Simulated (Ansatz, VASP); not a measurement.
**One calculation of InP, two programs**

Contents of INCAR:

```
ALGO = Normal
DIPOL = 0.5 0.5 0.500
EDIFF = 1E-6
ENCUT = 520
GGA = PE
IDIPOL = 3
ISIF = 2
ISMEAR = 0
LASPH = True
LCHARG = False
LDIPOL = True
LREAL = False
LWAVE = False
NBANDS = 66
NELM = 60
PREC = Accurate
SIGMA = 0.1
```

The input KPOINTS:

```
k-points
0
Gamma
  9 6 1
```

File POSCAR:

```
InP
1.0
    3.9175984287      0.0000000000      0.0000000000
    0.0000000000      5.5403208297      0.0000000000
    0.0000000000      0.0000000000     24.7939960717
In P
6 6
Direct
    0.5000000000      0.5000000000      0.3024925864
    0.0000000000      0.0000000000      0.3814955519
    0.5000000000      0.5000000000      0.4604985173
    0.0000000000      0.0000000000      0.5395014827
    0.5000000000      0.5000000000      0.6185044481
    0.0000000000      0.0000000000      0.6975074136
    0.5000000000      0.0000000000      0.3024925864
    0.0000000000      0.5000000000      0.3814955519
    0.5000000000      0.0000000000      0.4604985173
    0.0000000000      0.5000000000      0.5395014827
    0.5000000000      0.0000000000      0.6185044481
    0.0000000000      0.5000000000      0.6975074136
```

Input for Ansatz:

```yaml
crystal:
  lattice:
    - [3.9175984287, 0.0, 0.0]
    - [0.0, 5.5403208297, 0.0]
    - [0.0, 0.0, 24.7939960717]
  atoms:
    - { symbol: In, position: [0.5, 0.5, 0.3024925864] }
    - { symbol: P, position: [0.5, 0.0, 0.3024925864] }
    - { symbol: In, position: [0.0, 0.0, 0.3814955519] }
    - { symbol: P, position: [0.0, 0.5, 0.3814955519] }
    - { symbol: In, position: [0.5, 0.5, 0.4604985173] }
    - { symbol: P, position: [0.5, 0.0, 0.4604985173] }
    - { symbol: In, position: [0.0, 0.0, 0.5395014827] }
    - { symbol: P, position: [0.0, 0.5, 0.5395014827] }
    - { symbol: In, position: [0.5, 0.5, 0.6185044481] }
    - { symbol: P, position: [0.5, 0.0, 0.6185044481] }
    - { symbol: In, position: [0.0, 0.0, 0.6975074136] }
    - { symbol: P, position: [0.0, 0.5, 0.6975074136] }
basis:
  ecutwfc: 420
kpoints:
  mp_grid: { grid: [9, 6, 1] }
hamiltonian:
  xc: pbe
scf:
  occupations: { method: gaussian, width: 0.1 }
output:
  forces: true
  stress: true
  eigenvalues: true
  write_density: true
  write_potential: true
  elf: true
  volumetric_format: npy
efield:
  axis: 3
  dipole_correction: true
  ramp_width: 0.04
```

Alike in both runs: task single point; functional PBE; k mesh 9 × 6 × 1; occupations gaussian, width 0.1 eV; no spin polarisation.

|  | VASP | Ansatz |
| --- | --- | --- |
| version | VASP 6.6.1 | Ansatz 0.2.0 |
| potentials or method | VASP PAW PBE potentials, release 64 (In_d, P), cutoff 520 eV | scalar-relativistic, plane waves, PAW |
| valence electrons in the cell | 108 | 108 |

```csv
,VASP,Ansatz,Ansatz less VASP
gap on the k mesh at the Fermi level (eV),none,none,-
rms of the force components (eV/Å),0.220,0.220,+0.0007
```

A gap of «none» marks a metal or a gap that the smearing closes. Ansatz's warnings: xc potential rough in thin density.
